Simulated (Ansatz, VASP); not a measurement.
Two plane-wave programs on Nb

```
Nb
1.0
    -2.58025    2.58025    1.40758
     2.58025   -2.58025    1.40758
     2.58025    2.58025   -1.40758
Nb
2
Direct
  0.00000 0.00000 0.00000
  0.75000 0.25000 0.50000
```

Alike in both runs: task relaxation of cell and atoms; functional PBEsol; k mesh 22 × 22 × 22; occupations gaussian, width 0.1 eV; no spin polarisation.

```csv
,VASP,Ansatz
version,VASP 6.6.1,Ansatz 0.2.0
potentials or method,"VASP PAW PBE potentials, release 64 (Nb_sv), cutoff 500 eV","scalar-relativistic, plane waves, PAW"
valence electrons in the cell,26,26
```

VASP gave:

- gap on the k mesh at the Fermi level, each at its own relaxed structure (eV): none
- relaxed volume (Å³/atom): 18.43
- relaxed length of the cell vector where the two differ most in proportion (Å): 3.883

**Question.** What did Ansatz give for the same quantities?

**Answer.** gap on the k mesh at the Fermi level, each at its own relaxed structure (eV): none; relaxed volume (Å³/atom): 18.46; relaxed length of the cell vector where the two differ most in proportion (Å): 3.885.

VASP's potentials were made for PBE, not for PBEsol. A gap of «none» marks a metal or a gap that the smearing closes.
